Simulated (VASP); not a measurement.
Crystal: NaH.

```
CELL_PARAMETERS angstrom
1.62625 -4.65332 0.00000
1.62625 4.65332 0.00000
0.00000 0.00000 3.59188
ATOMIC_POSITIONS crystal
Na 0.38685 0.61315 0.75000
Na 0.61315 0.38685 0.25000
H 0.85650 0.14350 0.25000
H 0.14350 0.85650 0.75000
```

```yaml
Program: VASP 6.6.1
Task: relaxation of cell and atoms
Functional: PBEsol
Potentials_or_basis: VASP PAW PBE potentials, release 64 (Na_pv, H)
Cutoff: 500 eV
k_mesh: 8 × 8 × 6
Occupations: fermi-dirac, width 0.03 eV
Spin: no spin polarisation
```

At the start: pressure -0.2 GPa; volume 13.59 Å³/atom.

Question: How do energy, volume and symmetry change on relaxing?

Answer: Over 12 steps the energy falls by 62.9 meV/atom and the volume is 14.30 Å³/atom (+5.2 %); space group Cmcm (No. 63, to 0.1 Å) before and after.

Step by step:
```csv
step,energy change (eV),largest force (eV/Å),pressure (GPa),volume (Å³)
1,0.0000,0.6691,-0.23,54.36
2,-0.0776,0.5261,-0.12,54.20
3,-0.1872,0.2079,0.29,53.73
4,-0.1950,0.1372,0.49,53.54
5,-0.2160,0.0697,0.34,54.03
6,-0.2358,0.0812,0.07,55.09
7,-0.2399,0.0753,0.08,55.28
8,-0.2455,0.0624,0.12,55.81
9,-0.2482,0.0486,0.04,56.25
10,-0.2504,0.0214,-0.08,57.12
11,-0.2518,0.0034,0.04,57.21
12,-0.2518,0.0019,0.01,57.20
```

Final structure:
```
CELL_PARAMETERS angstrom
1.59927 -5.26326 0.00000
1.59927 5.26326 0.00000
0.00000 0.00000 3.39790
ATOMIC_POSITIONS crystal
Na 0.36339 0.63661 0.75000
Na 0.63661 0.36339 0.25000
H 0.86479 0.13521 0.25000
H 0.13521 0.86479 0.75000
```

Caveat: the PAW data sets were made with another functional, which shifts forces and pressure a little.
